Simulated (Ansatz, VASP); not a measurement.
**Two plane-wave programs on MoS2**

INCAR

```
SYSTEM = MoS2
PREC = Accurate ; ENCUT = 520
EDIFF = 1E-6 ; ISMEAR = 0
SIGMA = 0.05 ; LREAL = .FALSE.
LASPH = .TRUE. ; NELM = 60
ALGO = Normal ; ISIF = 2
LWAVE = .FALSE. ; LCHARG = .TRUE.
GGA = PE ; IVDW = 12
LELF = .TRUE. ; LVHAR = .TRUE.
NBANDS = 35
```

KPOINTS

```
regular mesh
0
G
  12 12 4
  0 0 0
```

The input POSCAR:

```
MoS2
1.0
    3.1493511256      0.0000000000      0.0000000000
   -1.5746755628      2.7274180802      0.0000000000
    0.0000000000      0.0000000000     12.0907538840
Mo S
2 4
Direct
    0.3333333333      0.6666666667      0.2500000000
    0.6666666667      0.3333333333      0.7500000000
    0.3199131171      0.7033313792      0.6204905688
    0.6666666667      0.3333333333      0.1204905688
    0.3333333333      0.6666666667      0.8795094312
    0.6666666667      0.3333333333      0.3795094312
```

Input for Ansatz:

```yaml
crystal:
  lattice:
    - [3.1493511256, 0.0, 0.0]
    - [-1.5746755628, 2.7274180802, 0.0]
    - [0.0, 0.0, 12.090753884]
  atoms:
    - { symbol: Mo, position: [0.3333333333, 0.6666666667, 0.25] }
    - { symbol: Mo, position: [0.6666666667, 0.3333333333, 0.75] }
    - { symbol: S, position: [0.3199131171, 0.7033313792, 0.6204905688] }
    - { symbol: S, position: [0.6666666667, 0.3333333333, 0.1204905688] }
    - { symbol: S, position: [0.3333333333, 0.6666666667, 0.8795094312] }
    - { symbol: S, position: [0.6666666667, 0.3333333333, 0.3795094312] }
basis:
  ecutwfc: 420
kpoints:
  mp_grid: { grid: [12, 12, 4] }
hamiltonian:
  xc: pbe
  dispersion: d3bj
scf:
  occupations: { method: gaussian, width: 0.05 }
output:
  forces: true
  stress: true
  eigenvalues: true
```

Alike in both runs: task single point; functional PBE; dispersion D3(BJ); k mesh 12 × 12 × 4; occupations gaussian, width 0.05 eV; no spin polarisation.

```csv
,VASP,Ansatz
version,VASP 6.6.1,Ansatz 0.2.0
potentials or method,"VASP PAW PBE potentials, release 64 (Mo_sv, S), cutoff 520 eV","scalar-relativistic, plane waves, PAW"
valence electrons in the cell,52,52
```

VASP gave:

| Item | Value |
| --- | --- |
| gap on the k mesh at the Fermi level (eV) | 0.77 |
| least direct gap on the mesh (eV) | 1.69 |
| pressure (GPa) | 0.1 |
| traceless stress, the component that is largest in VASP (GPa) | 2.15 |
| rms of the force components (eV/Å) | 0.448 |

Q: Estimate Ansatz's values.

A: gap on the k mesh at the Fermi level (eV): 0.76; least direct gap on the mesh (eV): 1.68; pressure (GPa): 0.3; traceless stress, the component that is largest in VASP (GPa): 2.16; rms of the force components (eV/Å): 0.449.

Atom by atom the forces differ by 0.006 eV/Å (rms over components).
